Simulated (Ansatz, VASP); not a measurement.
# I in VASP and in Ansatz

```
I
1.0
     3.63503   -2.39502    0.00000
     3.63503    2.39502    0.00000
     0.00000    0.00000    9.79344
I
4
Direct
  0.64930 0.35070 0.38440
  0.14930 0.85070 0.11560
  0.35070 0.64930 0.61560
  0.85070 0.14930 0.88440
```

Alike in both runs: functional LDA; k mesh 7 × 7 × 3; occupations fermi-dirac, width 0.05 eV; no spin polarisation.

```csv
,VASP,Ansatz
version,VASP 6.6.1,Ansatz 0.2.0
potentials or method,"VASP PAW LDA potentials, release 64 (I), cutoff 520 eV","all-electron LAPW, scalar-relativistic"
task,single point,band structure
```

Ansatz gave:

```
gap on the k mesh at the Fermi level (eV)                     : 1.24
least direct gap on the mesh (eV)                             : 1.32
pressure (GPa)                                                : -0.9
traceless stress, the component that is largest in VASP (GPa) : -0.53
rms of the force components (eV/Å)                            : 0.418
```

Estimate VASP's values.

gap on the k mesh at the Fermi level (eV): 1.24; least direct gap on the mesh (eV): 1.31; pressure (GPa): -0.9; traceless stress, the component that is largest in VASP (GPa): -0.53; rms of the force components (eV/Å): 0.420.

LDA's correlation is that of Perdew and Zunger in VASP and of Perdew and Wang (1992) in Ansatz. Atom by atom the forces differ by 0.002 eV/Å (rms over components). Ansatz ran all-electron here, and VASP with PAW potentials.

Neither program's run includes spin-orbit coupling.
